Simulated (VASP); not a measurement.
# Tl (I4/mmm) in VASP: a series of runs, part 2 of 2

VASP 6.6.1. Earlier steps stand in the parts before.

## (3) Single point, PBEsol

The input, INCAR:

```
ALGO = Fast
EDIFF = 1E-7
ENCUT = 520
GGA = PS
ISIF = 2
ISMEAR = 0
LASPH = T
LCHARG = F
LREAL = F
LWAVE = F
NBANDS = 12
NELM = 100
PREC = Accurate
SIGMA = 0.15
```

The input, KPOINTS:

```
k-points
0
Gamma
  20 20 20
```

The input, POSCAR:

```
Tl
1.0
   -1.9096880730      1.9096880730      2.0051724766
    1.9096880730     -1.9096880730      2.0051724766
    1.9096880730      1.9096880730     -2.0051724766
Tl
1
Direct
    0.0000000000      0.0000000000      0.0000000000
```

Potentials or basis: VASP PAW PBE potentials, release 64 (Tl_d).

On the command line:

```sh
cat potpaw_PBE.64/Tl_d/POTCAR > POTCAR
mpirun -np 1 vasp_std > vasp.out
```

OUTCAR:

```text
EDIFF = 1E-7
   ENCUT = 520
   GGA = PS
   ISIF = 2
   ISMEAR = 0
   LASPH = T
   LREAL = F
   NELM = 100
   PREC = Accurate

 ion  position               nearest neighbor table
   1  0.000  0.000  0.000-

  LATTYP: Found a body centered tetragonal cell.
 ALAT       =     3.8193761460
 C/A-ratio  =     1.0500000000

  Lattice vectors:

 A1 = (  -1.9096880730,   1.9096880730,   2.0051724766)
 A2 = (   1.9096880730,  -1.9096880730,   2.0051724766)
 A3 = (   1.9096880730,   1.9096880730,  -2.0051724766)

Analysis of symmetry for initial positions (statically):
=====================================================================
 Subroutine PRICEL returns:
 Original cell was already a primitive cell.

 Routine SETGRP: Setting up the symmetry group for a
 body centered tetragonal supercell.

 Subroutine GETGRP returns: Found 16 space group operations
 (whereof 16 operations were pure point group operations)
 out of a pool of 16 trial point group operations.

The static configuration has the point symmetry D_4h.

Analysis of symmetry for dynamics (positions and initial velocities):
=====================================================================
 Subroutine PRICEL returns:
 Original cell was already a primitive cell.

 Routine SETGRP: Setting up the symmetry group for a
 body centered tetragonal supercell.

 Subroutine GETGRP returns: Found 16 space group operations
 (whereof 16 operations were pure point group operations)
 out of a pool of 16 trial point group operations.

The dynamic configuration has the point symmetry D_4h.

 Subroutine INISYM returns: Found 16 space group operations
 (whereof 16 operations are pure point group operations),
 and found     1 'primitive' translations

----------------------------------------------------------------------------------------

                                     Primitive cell

  volume of cell :      29.2507

  direct lattice vectors                    reciprocal lattice vectors
    -1.909688073  1.909688073  2.005172477     0.000000000  0.261822864  0.249355108
[... 114 lines left out ...]
   LRPA    =     F    only Hartree local field effects (RPA)
 non-spin polarized calculation
 RMM-DIIS sequential band-by-band and
 Gauss-broadening in eV      SIGMA  =   0.15
  energy-cutoff  :      520.00
  volume of cell :       29.25
 maximum number of plane-waves:       800
 NGX is ok and might be reduce to    28
   NGX = 13   NGY = 13   NGZ = 13

 number of electron      13.0000002 magnetization

 Free energy of the ion-electron system (eV)
  ---------------------------------------------------
  ext. energy  EPLUGINS =         0.00000000
  ---------------------------------------------------
  free energy    TOTEN  =        -2.62692414 eV

  energy without entropy =       -2.62147680  energy(sigma->0) =       -2.62420047

 E-fermi :   6.1473     XC(G=0): -10.2556

 val. band max:        6.1452386472   @ k =  -0.3000   0.4500   0.2000
 cond. band min:       6.1506296308   @ k =  -0.3500  -0.4500   0.3000
 fundamental gap:      0.0053909836
 Fermi energy:         6.1472852926

 k-point     1 :       0.0000    0.0000    0.0000
  band No.  band energies     occupation
      1      -5.4442      2.00000
      2      -5.4442      2.00000
      3      -5.3850      2.00000
      4      -5.0471      2.00000
      5      -4.9921      2.00000
      6      -3.7621      2.00000
      7      16.5092      0.00000
      8      16.7912      0.00000
      9      16.7912      0.00000
     10      18.0485      0.00000
     11      18.7379      0.00000
     12      18.7379      0.00000
[... 331 lines left out ...]
 k-point    24 :      -0.3500    0.0500   -0.0000
  band No.  band energies     occupation
      1      -5.5318      2.00000
      2      -5.4849      2.00000
      3      -5.0974      2.00000
      4      -5.0114      2.00000
      5      -4.9482      2.00000
      6      -1.3019      2.00000
      7       7.1154      0.00000
      8      12.7380      0.00000
      9      13.9178      0.00000
     10      16.9608      0.00000
     11      18.0273      0.00000
     12      19.4589      0.00000

 [... further k-points ...]

------------------------ aborting loop because EDIFF is reached ----------------------------------------

  FORCE on cell =-STRESS in cart. coord.  units (eV):
  Direction    XX          YY          ZZ          XY          YZ          ZX
  --------------------------------------------------------------------------------------
  -------------------------------------------------------------------------------------
  Total       -0.1400476     -0.1400476     -0.1809954      0.0000000     -0.0000000      0.0000000
  in kB       -7.6709590     -7.6709590     -9.9138332      0.0000000     -0.0000000      0.0000000
  external PRESSURE =      -8.4185837 kB  Pullay stress =       0.0000000 kB

 VOLUME and BASIS-vectors are now :
 -----------------------------------------------------------------------------
  energy-cutoff  :      520.00
  volume of cell :       29.25
      direct lattice vectors                 reciprocal lattice vectors
    -1.909688073  1.909688073  2.005172477     0.000000000  0.261822864  0.249355108
     1.909688073 -1.909688073  2.005172477     0.261822864  0.000000000  0.249355108
     1.909688073  1.909688073 -2.005172477     0.261822864  0.261822864  0.000000000

 POSITION                                       TOTAL-FORCE (eV/Angst)
 -----------------------------------------------------------------------------------
      0.00000      0.00000      0.00000         0.000000      0.000000     -0.000000
 -----------------------------------------------------------------------------------
    total drift:                               -0.000000     -0.000000     -0.000000

  FREE ENERGIE OF THE ION-ELECTRON SYSTEM (eV)
  ---------------------------------------------------
  free  energy   TOTEN  =        -2.6269241385 eV

  energy  without entropy=       -2.6214767980  energy(sigma->0) =       -2.62420047
```

OSZICAR:

```text
N       E                     dE             d eps       ncg     rms          rms(c)
DAV:   1     0.505508251554E+02    0.50551E+02   -0.66807E+03 16376   0.937E+02
DAV:   2    -0.205589392591E+01   -0.52607E+02   -0.51587E+02 17548   0.213E+02
DAV:   3    -0.266054505676E+01   -0.60465E+00   -0.60362E+00 17992   0.206E+01
DAV:   4    -0.266320045915E+01   -0.26554E-02   -0.26553E-02 17436   0.159E+00
DAV:   5    -0.266323165206E+01   -0.31193E-04   -0.31193E-04 17892   0.167E-01    0.200E+00
RMM:   6    -0.263241757768E+01    0.30814E-01   -0.39930E-02 15438   0.162E+00    0.138E+00
RMM:   7    -0.262731672599E+01    0.51009E-02   -0.16640E-02 15690   0.114E+00    0.646E-01
RMM:   8    -0.262693875350E+01    0.37797E-03   -0.10283E-03 16375   0.275E-01    0.862E-02
RMM:   9    -0.262692556543E+01    0.13188E-04   -0.14966E-04 17386   0.114E-01    0.296E-02
RMM:  10    -0.262692375833E+01    0.18071E-05   -0.20403E-05 17239   0.454E-02    0.132E-03
RMM:  11    -0.262692406520E+01   -0.30688E-06   -0.39013E-06 17590   0.187E-02    0.112E-03
RMM:  12    -0.262692413847E+01   -0.73272E-07   -0.60699E-07 13597   0.598E-03
   1 F= -.26269241E+01 E0= -.26242005E+01  d E =-.544734E-02
```

Wall time 2.2 min (1 thread of Intel Xeon Platinum 8559C (Emerald Rapids), shared host); peak memory 0.32 GiB.

What came out:

- Free energy: -2.6269 eV
- Pressure: -0.8 GPa
- Band gap on the k mesh: zero (an odd number of electrons rules out a gap without spin polarisation)

Stress tensor (GPa, compression positive):
```
-0.77  0.00  0.00
 0.00 -0.77  0.00
 0.00  0.00 -0.99
```

Levels at points of the mesh, in eV from the Fermi level:
| k point | band 2 | band 3 | band 4 | band 5 | band 6 | band 7 | band 8 | band 9 | band 10 | band 11 |
| --- | --- | --- | --- | --- | --- | --- | --- | --- | --- | --- |
| (0.00, 0.00, 0.00) | -11.59 | -11.53 | -11.19 | -11.14 | -9.91 | 10.36 | 10.64 | 10.64 | 11.90 | 12.59 |
| (0.50, 0.00, 0.00) | -11.72 | -11.23 | -11.15 | -10.90 | -5.11 | -2.72 | 5.96 | 7.35 | 10.21 | 11.37 |
| (0.50, 0.50, 0.00) | -11.73 | -11.15 | -11.14 | -10.88 | -4.84 | -2.57 | 5.33 | 6.55 | 9.40 | 10.67 |
| (0.50, 0.50, 0.50) | -11.77 | -10.97 | -10.95 | -10.95 | -1.75 | 0.83 | 1.74 | 1.74 | 6.21 | 6.71 |

Caveat: the PAW data sets were made with another functional, which shifts forces and pressure a little; spin-orbit coupling is left out, which moves the levels of the heavy elements.
